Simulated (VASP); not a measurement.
A run of VASP 6.6.1 is set up as follows.

The input INCAR:

```
SYSTEM = SrVO3
PREC = Accurate
ENCUT = 520
EDIFF = 1E-6
ISMEAR = 0
SIGMA = 0.05
LREAL = .FALSE.
LASPH = .TRUE.
NELM = 150
ALGO = Normal
ISIF = 2
LWAVE = .FALSE.
LCHARG = .TRUE.
ISPIN = 2
MAGMOM = 0 1 0 0 0
LORBIT = 11
LMAXMIX = 4
GGA = PE
LELF = .TRUE.
LVHAR = .TRUE.
NBANDS = 32
```

KPOINTS

```
Automatic mesh
0
G
  8 8 8
  0 0 0
```

POSCAR

```
SrVO3
1.0
    3.8409000000      0.0000000000      0.0000000000
    0.0000000000      3.8409000000      0.0000000000
    0.0000000000      0.0000000000      3.8409000000
Sr V O
1 1 3
Direct
    0.5000000000      0.5000000000      0.5000000000
    0.0000000000      0.0000000000      0.0000000000
    0.5000000000      0.0000000000      0.0000000000
    0.0000000000      0.5000000000      0.0000000000
    0.0000000000      0.0000000000      0.5000000000
```

Potentials or basis: VASP PAW PBE potentials, release 64 (Sr_sv, V_sv, O).

Launch:

```bash
$ cat potpaw_PBE.64/Sr_sv/POTCAR potpaw_PBE.64/V_sv/POTCAR potpaw_PBE.64/O/POTCAR > POTCAR
$ mpirun -np 1 vasp_std > vasp.out
```

Problem. Estimate the pressure.

Solution. 3.4 GPa.

Problem. What does it give for the site moments?

Solution. Sr +0.00; V +0.14; O +0.00 μB.

Problem. What does it give for the net moment?

Solution. 0.15 μB per cell.
